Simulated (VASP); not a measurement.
A run of VASP 6.6.1 is set up as follows.

The input INCAR:

```
PREC     = Accurate       # precision mode
ENCUT    = 520            # plane-wave cutoff, eV
EDIFF    = 1E-7           # SCF threshold, eV
ISMEAR   = -1             # smearing method
SIGMA    = 0.05           # smearing width, eV
LREAL    = False          # projectors in reciprocal space
LASPH    = True           # aspherical terms in the spheres
NELM     = 60             # most SCF steps
ALGO     = Normal         # electronic algorithm
ISIF     = 2              # what is computed and relaxed
LWAVE    = False          # write WAVECAR
LCHARG   = False          # write CHGCAR
LDIPOL   = True         
IDIPOL   = 3            
DIPOL    = 0.5 0.5 0.500
GGA      = PE             # functional
NBANDS   = 28             # bands
```

KPOINTS

```
regular mesh
0
Gamma
  6 6 1
```

POSCAR

```
TePb
1.0
    4.5693240200      0.0000000000      0.0000000000
    2.2846620100      3.9571506795      0.0000000000
    0.0000000000      0.0000000000     17.5962561593
Te Pb
2 2
Direct
    0.6666666667      0.6666666667      0.4469938746
    1.0000000000      0.0000000000      0.6590183761
    0.0000000000      0.0000000000      0.3409816239
    0.3333333333      0.3333333333      0.5530061254
```

Potentials or basis: VASP PAW PBE potentials, release 64 (Te, Pb_d).

Launch:

```bash
$ cat potpaw_PBE.64/Te/POTCAR potpaw_PBE.64/Pb_d/POTCAR > POTCAR
$ mpirun -np 1 vasp_std > vasp.out
```

(1) Estimate the largest force.

(2) Estimate the band gap on the k mesh.

## Answers

(1) 1.914 eV/Å.

(2) 0.32 eV, direct.

Caveat: spin-orbit coupling is left out, which moves the levels of the heavy elements.
